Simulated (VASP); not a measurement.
Wanted: the native input for a VASP 6.6.1 run.

- Task: single point
- Functional: PBEsol
- Potentials or basis: VASP PAW PBE potentials, release 64 (Ge_d, P)
- Cutoff: 520 eV
- k mesh: 2 × 2 × 2
- Occupations: fermi-dirac, width 0.1 eV
- Spin: no spin polarisation
- Dipole correction: no
- Further INCAR settings: LREAL = Auto; ALGO = Normal; EDIFF = 1e-06; NBANDS = 128

The structure of Ge16P (a cell with a defect) lies in POSCAR:

```
Ge16P
1.0
    0.0000000000      5.6600000000      5.6600000000
    5.6600000000      0.0000000000      5.6600000000
    5.6600000000      5.6600000000      0.0000000000
Ge P
16 1
Direct
   -0.0077473498      0.0163692580     -0.0463162544
    0.1154151943     -0.0269346290      0.1905212014
   -0.0144257951     -0.1845494700      0.5806272085
    0.1082685512      0.0827915194      0.5780035336
   -0.0247968198      0.6068109541     -0.0363515901
    0.1492314488      0.6398144876      0.1343374558
   -0.0200706714      0.5363780919      0.5312190813
    0.2445494700      0.4974469965      0.6907332155
    0.4001943463      0.0657950530      0.0627915194
    0.6157420495      0.1340636042      0.1775265018
    0.4690724382     -0.0032420495      0.5287014134
    0.6672703180      0.0548674912      0.6728886926
    0.5147791519      0.5200441696     -0.0359982332
    0.5759275618      0.7206625442      0.0437014134
    0.6209275618      0.4487897527      0.4227826855
    0.6367667845      0.6118551237      0.5916077739
   -0.0084010601      0.3633303887      0.3081890459
```

The input as run:

INCAR

```
ALGO     = Normal         # electronic algorithm
EDIFF    = 1E-6           # SCF threshold, eV
ENCUT    = 520            # plane-wave cutoff, eV
GGA      = PS             # functional
ISIF     = 2              # what is computed and relaxed
ISMEAR   = -1             # smearing method
LASPH    = True           # aspherical terms in the spheres
LCHARG   = False          # write CHGCAR
LREAL    = Auto         
LWAVE    = False          # write WAVECAR
NBANDS   = 128            # bands
NELM     = 60             # most SCF steps
PREC     = Accurate       # precision mode
SIGMA    = 0.1            # smearing width, eV
```

KPOINTS

```
k-points
0
Gamma
  2 2 2
```

Potentials or basis: VASP PAW PBE potentials, release 64 (Ge_d, P).

Run with:

```console
$ cat potpaw_PBE.64/Ge_d/POTCAR potpaw_PBE.64/P/POTCAR > POTCAR
$ mpirun -np 1 vasp_std > vasp.out
```

It gave:

- Pressure: 4.5 GPa
- Largest force: 2.477 eV/Å
- Band gap on the k mesh: zero (an odd number of electrons rules out a gap without spin polarisation)

Caveat: the k points lie up to 0.48 Å⁻¹ apart, too coarse for converged energies and pressures of a metal; the atoms stand as in a frame of molecular dynamics; the PAW data sets were made with another functional, which shifts forces and pressure a little; an odd number of electrons without spin polarisation forces a metal; a magnetic or distorted state may lie lower.

It took 13 min on 1 thread of Intel(R) Xeon(R) Platinum 8488C (Sapphire Rapids) (shared host), peak memory 0.59 GiB.
